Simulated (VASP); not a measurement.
A run of VASP 6.6.1 is set up as follows.

Contents of POSCAR:

```
C
1.0
    1.2279165312      0.7089379398      3.5190776204
   -1.2279165312      0.7089379398      3.5190776204
    0.0000000000     -1.4178758796      3.5190776204
C
2
Direct
    0.1666424286      0.1666424286      0.1666424286
    0.8333575714      0.8333575714      0.8333575714
```

Contents of INCAR.step1:

```
SYSTEM = C
  PREC = Accurate
  ENCUT = 520
  ISMEAR = 0
  SIGMA = 0.02
  LREAL = .FALSE.
  LASPH = .TRUE.
  NELM = 80
  NBANDS = 11
  GGA = PE
  ALGO = Normal
  EDIFF = 1E-4
  LWAVE = .TRUE.
  LCHARG = .FALSE.
```

Contents of INCAR.step2:

```
SYSTEM = C
  PREC = Accurate
  ENCUT = 520
  EDIFF = 1E-7
  ISMEAR = 0
  SIGMA = 0.02
  LREAL = .FALSE.
  LASPH = .TRUE.
  NELM = 80
  ALGO = Normal
  ISIF = 2
  LWAVE = .FALSE.
  LCHARG = .FALSE.
  METAGGA = R2SCAN
  LMIXTAU = .TRUE.
  NBANDS = 11
  ISTART = 1
```

File KPOINTS:

```
regular mesh
0
G
  18 18 18
  0 0 0
```

Potentials or basis: VASP PAW PBE potentials, release 64 (C).

Run with:

```console
$ cat potpaw_PBE.64/C/POTCAR > POTCAR
$ cp INCAR.step1 INCAR
$ mpirun -np 1 vasp_std > vasp.out
$ cp INCAR.step2 INCAR
$ mpirun -np 1 vasp_std > vasp.out
```

(1) What does it give for the pressure?

(2) Predict the band gap on the k mesh.

Answers

(1) 0.7 GPa.

(2) 0.52 eV, direct.

Caveat: the PAW data sets were made with another functional, which shifts forces and pressure a little.
